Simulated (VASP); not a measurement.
# Si2W (I4/mmm) in VASP: a series of runs

Si2W is run at these levels: r2SCAN; tasks: single point.

Program: VASP 6.6.1. These are calculated values, not measurements. Logs are shortened: lines on timing, memory, paths and dates and some standing lists are left out, and cuts for length are marked.

## Step 1: The cell of the first run

It takes space group I4/mmm (No. 139, tetragonal). The conventional cell has a = 3.067 Å, b = 3.067 Å, c = 7.955 Å, α = 90.00°, β = 90.00°, γ = 90.00°. Si (site symmetry 4mm) has 5 W at 2.54 to 2.65 Å and 9 Si at 2.54 to 3.07 Å within 3.4 Å. Within 3.4 Å of W (site symmetry 4/mmm) lie 10 Si at 2.54 to 2.65 Å and 4 W at 3.07 Å.

## Step 2: Single point, r2SCAN (biaxial strain in the a-b plane: -4.5 %, then relaxed in part)

The input, POSCAR:

```
Si2W
1.0
    3.0667849129      0.0000000000      0.0000000000
    0.0000000000      3.0667849129      0.0000000000
    0.0000000000      0.0000000000      7.9549346208
Si W
4 2
Direct
    0.0000000000      0.0000000000      0.3334984259
    0.5000000000      0.5000000000      0.1665015741
    0.5000000000      0.5000000000      0.8334984259
    0.0000000000      0.0000000000      0.6665015741
    0.0000000000      0.0000000000      0.0000000000
    0.5000000000      0.5000000000      0.5000000000
```

The input, INCAR.step1:

```
ALGO = Normal ; EDIFF = 1E-4
ENCUT = 520 ; GGA = PE
ISMEAR = 0 ; LASPH = T
LCHARG = F ; LREAL = F
LWAVE = T ; NBANDS = 31
NELM = 80 ; PREC = Accurate
SIGMA = 0.1
```

The input, INCAR.step2:

```
ALGO = Normal ; EDIFF = 1E-6
ENCUT = 520 ; ISIF = 2
ISMEAR = 0 ; ISTART = 1
LASPH = T ; LCHARG = F
LMIXTAU = T ; LREAL = F
LWAVE = F ; METAGGA = R2SCAN
NBANDS = 31 ; NELM = 80
PREC = Accurate ; SIGMA = 0.1
```

The input, KPOINTS:

```
k-points
0
Gamma
  12 12 6
```

Potentials or basis: VASP PAW PBE potentials, release 64 (Si, W_sv).

The run is started by

```
> cat potpaw_PBE.64/Si/POTCAR potpaw_PBE.64/W_sv/POTCAR > POTCAR
> cp INCAR.step1 INCAR
> mpirun -np 1 vasp_std > vasp.out
> cp INCAR.step2 INCAR
> mpirun -np 1 vasp_std > vasp.out
```

OUTCAR:

```text
EDIFF = 1E-6
   ENCUT = 520
   ISIF = 2
   ISMEAR = 0
   ISTART = 1
   LASPH = T
   LREAL = F
   METAGGA = R2SCAN
   NELM = 80
   PREC = Accurate

 ion  position               nearest neighbor table
   1  0.000  0.000  0.333-   6 2.54   6 2.54   6 2.54   6 2.54   2 2.54   2 2.54   2 2.54   2 2.54
                             4 2.65   5 2.65
   2  0.500  0.500  0.167-   5 2.54   5 2.54   5 2.54   5 2.54   1 2.54   1 2.54   1 2.54   1 2.54
                             3 2.65   6 2.65
   3  0.500  0.500  0.833-   5 2.54   5 2.54   5 2.54   5 2.54   4 2.54   4 2.54   4 2.54   4 2.54
                             2 2.65   6 2.65
   4  0.000  0.000  0.667-   6 2.54   6 2.54   6 2.54   6 2.54   3 2.54   3 2.54   3 2.54   3 2.54
                             1 2.65   5 2.65
   5  0.000  0.000  0.000-   2 2.54   3 2.54   2 2.54   3 2.54   2 2.54   3 2.54   2 2.54   3 2.54
                             1 2.65   4 2.65
   6  0.500  0.500  0.500-   1 2.54   4 2.54   1 2.54   4 2.54   1 2.54   4 2.54   1 2.54   4 2.54
                             3 2.65   2 2.65

  LATTYP: Found a simple tetragonal cell.
 ALAT       =     3.0667849129
 C/A-ratio  =     2.5939004028

  Lattice vectors:

 A1 = (   3.0667849129,   0.0000000000,   0.0000000000)
 A2 = (   0.0000000000,   3.0667849129,   0.0000000000)
 A3 = (   0.0000000000,   0.0000000000,   7.9549346208)

Analysis of symmetry for initial positions (statically):
=====================================================================
 Subroutine PRICEL returns following result:

  LATTYP: Found a body centered tetragonal cell.
 ALAT       =     3.0667849129
 C/A-ratio  =     2.5939004028

  Lattice vectors:

 A1 = (  -1.5333924564,   1.5333924564,   3.9774673104)
 A2 = (   1.5333924565,  -1.5333924564,   3.9774673104)
 A3 = (   1.5333924564,   1.5333924565,  -3.9774673104)

   2 primitive cells build up your supercell.

 Routine SETGRP: Setting up the symmetry group for a
 simple tetragonal supercell.

 Subroutine GETGRP returns: Found 16 space group operations
 (whereof 16 operations were pure point group operations)
 out of a pool of 16 trial point group operations.

The static configuration has the point symmetry D_4h.

Analysis of symmetry for dynamics (positions and initial velocities):
=====================================================================
 Subroutine PRICEL returns following result:

  LATTYP: Found a body centered tetragonal cell.
 ALAT       =     3.0667849129
 C/A-ratio  =     2.5939004028

  Lattice vectors:

 A1 = (  -1.5333924564,   1.5333924564,   3.9774673104)
 A2 = (   1.5333924565,  -1.5333924564,   3.9774673104)
 A3 = (   1.5333924564,   1.5333924565,  -3.9774673104)

   2 primitive cells build up your supercell.
[... 111 lines left out ...]
   LREAL  =      F    real-space projection
   EDIFFG = 0.1E-04   stopping-criterion for IOM
   NSW    =      0    number of steps for IOM
   IBRION =     -1    ionic relax: 0-MD 1-quasi-New 2-CG
   NFREE  =      0    steps in history (QN), initial steepest desc. (CG)
   ISIF   =      2    stress and relaxation
   ISYM   =      2    0-nonsym 1-usesym 2-fastsym
   POTIM  = 0.5000    time-step for ionic-motion
   TEBEG  =    0.0;   TEEND  =   0.0 temperature during run
   PSTRESS=    0.0 pullay stress
   NELECT =      44.0000    total number of electrons
   NUPDOWN=      -1.0000    fix difference up-down
   EMIN   =  10.00;   EMAX   =-10.00  energy-range for DOS
   EFERMI =   0.00;   METHOD = LEGACY
   ISMEAR =     0;   SIGMA  =   0.10  broadening in eV -4-tet -1-fermi 0-gaus
   EFERMI_NEDOS =   21; number of points for ismear=-14 and -15
   IALGO  =     38    algorithm
   IMIX   =      4    mixing-type and parameters
     AMIX     =   0.40;   BMIX     =  1.00
     AMIX_MAG =   1.60;   BMIX_MAG =  1.00
  volume/ion in A,a.u.               =      12.47        84.15
  Fermi-wavevector in a.u.,A,eV,Ry     =   1.371591  2.591931 25.596123  1.881262
  Thomas-Fermi vector in A             =   2.497274
   LORBIT       =      0    0 simple, 1 ext, 2 COOP (PROOUT), +10 PAW based schemes
   METAGGA = R2SCAN    functional components
   LHFCALC =     F    Hartree Fock is set to
   AEXX    =    0.0000 exact exchange contribution
   IVDW    =     0    specifies the selected vdW correction
   LEPSILON=     F    determine dielectric tensor
   LRPA    =     F    only Hartree local field effects (RPA)
 non-spin polarized calculation
 Gauss-broadening in eV      SIGMA  =   0.10
  energy-cutoff  :      520.00
  volume of cell :       74.82
 maximum number of plane-waves:      2040
 NGX is ok and might be reduce to    24
   NGX = 11   NGY = 11   NGZ = 29

 number of electron      43.9999997 magnetization

 Free energy of the ion-electron system (eV)
  ---------------------------------------------------
  ext. energy  EPLUGINS =         0.00000000
  ---------------------------------------------------
  free energy    TOTEN  =      -139.01108977 eV

  energy without entropy =     -139.00745517  energy(sigma->0) =     -139.00927247

 E-fermi :  13.2715     XC(G=0): -13.9374

 val. band max:       13.2711307655   @ k =   0.0833   0.0833   0.1667
 cond. band min:      13.3106115289   @ k =   0.1667   0.0833   0.1667
 fundamental gap:      0.0394807633
 Fermi energy:        13.2715086679

 k-point     1 :       0.0000    0.0000    0.0000
  band No.  band energies     occupation
      1     -62.4576      2.00000
      2     -62.4574      2.00000
      3     -26.2540      2.00000
      4     -26.2305      2.00000
      5     -26.0393      2.00000
      6     -26.0393      2.00000
[... 805 lines left out ...]
     30      17.6618      0.00000
     31      19.2322      0.00000

 [... further k-points ...]
[... 5 lines left out ...]
  --------------------------------------------------------------------------------------
  -------------------------------------------------------------------------------------
  Total       13.5399212     13.5399212      0.0671185      0.0000000      0.0000000      0.0000000
  in kB      289.9502368    289.9502368      1.4373065      0.0000000      0.0000000      0.0000000
  external PRESSURE =     193.7792600 kB  Pullay stress =       0.0000000 kB

 VOLUME and BASIS-vectors are now :
 -----------------------------------------------------------------------------
  energy-cutoff  :      520.00
  volume of cell :       74.82
      direct lattice vectors                 reciprocal lattice vectors
     3.066784913  0.000000000  0.000000000     0.326074384  0.000000000  0.000000000
     0.000000000  3.066784913  0.000000000     0.000000000  0.326074384  0.000000000
     0.000000000  0.000000000  7.954934621     0.000000000  0.000000000  0.125708136

 POSITION                                       TOTAL-FORCE (eV/Angst)
 -----------------------------------------------------------------------------------
      0.00000      0.00000      2.65296        -0.000000     -0.000000     -0.011002
      1.53339      1.53339      1.32451         0.000000     -0.000000      0.011002
      1.53339      1.53339      6.63043         0.000000     -0.000000     -0.011002
      0.00000      0.00000      5.30198         0.000000     -0.000000      0.011002
      0.00000      0.00000      0.00000         0.000000     -0.000000      0.000000
      1.53339      1.53339      3.97747        -0.000000      0.000000      0.000000
 -----------------------------------------------------------------------------------
    total drift:                                0.000000      0.000000     -0.000000

  FREE ENERGIE OF THE ION-ELECTRON SYSTEM (eV)
  ---------------------------------------------------
  free  energy   TOTEN  =      -139.0110897689 eV

  energy  without entropy=     -139.0074551747  energy(sigma->0) =     -139.00927247
```

OUTCAR.step1:

```text
EDIFF = 1E-4
   ENCUT = 520
   GGA = PE
   ISMEAR = 0
[... 1076 lines left out ...]
      1.53339      1.53339      6.63043         0.000000      0.000000     -0.116970
      0.00000      0.00000      5.30198        -0.000000     -0.000000      0.116970
      0.00000      0.00000      0.00000        -0.000000      0.000000      0.000000
      1.53339      1.53339      3.97747        -0.000000      0.000000      0.000000
 -----------------------------------------------------------------------------------
    total drift:                                0.000000      0.000000     -0.000000

  FREE ENERGIE OF THE ION-ELECTRON SYSTEM (eV)
  ---------------------------------------------------
  free  energy   TOTEN  =       -48.8787927075 eV

  energy  without entropy=      -48.8738269049  energy(sigma->0) =      -48.87630981
```

It took 4.9 min on 1 thread of Intel Xeon 6975P-C (Granite Rapids), shared host; peak memory 0.33 GiB.

What came out:

- Free energy: -139.0111 eV
- Pressure: 19.4 GPa
- Largest force: 0.011 eV/Å
- Band gap on the k mesh: zero (band 22 reaches 14.33 eV, above the bottom of band 23 at 12.89 eV)

Forces in eV/Å, atoms in the order of the input:
```
Si   0.000  0.000 -0.011
Si   0.000  0.000  0.011
Si   0.000  0.000 -0.011
Si   0.000  0.000  0.011
W    0.000  0.000  0.000
W    0.000  0.000  0.000
```

Caveat: the cell differs from its parent crystal (biaxial strain in the a-b plane: -4.5 %, then relaxed in part); the PAW data sets were made with another functional, which shifts forces and pressure a little; spin-orbit coupling is left out, which moves the levels of the heavy elements.

(Continued in part 2 of 2.)
